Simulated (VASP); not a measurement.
Runs of VASP 6.6.1 on AgCl. The structure is that of space group Pm-3m (No. 221), or close to it. The cells are those of the table. 

```csv
cell,gap on the mesh (eV),pressure (GPa)
"a = 3.435 Å, angles 91.7°, 2 atoms",0.36,-4.6
"a = 3.537, b = 3.537, c = 3.434 Å, 2 atoms",0.39,(a)
"a = 3.434 Å, angles 88.8°, 2 atoms",0.39,-4.7
"a = 3.434 Å, angles 90.6°, 2 atoms",0.41,-4.7
"a = 3.434 Å, angles 89.4°, 2 atoms",0.41,-4.7
```

Alike in all rows: task electric field gradients; level PBEsol; potentials or basis VASP PAW PBE potentials, release 64 (Ag, Cl); no spin polarisation; k mesh 9 × 9 × 9; cutoff (eV) 520; smearing fermi-dirac 0.01 eV.

Task: Estimate the missing entries.

Result: (a) -6.5.

Caveats: the cell stands under tension; the PAW data sets were made with another functional, which shifts forces and pressure a little; an odd mesh through Γ misses points on the zone boundary, where band edges can lie.

A k mesh can miss the band edges, and the runs leave out spin-orbit coupling on Ag.
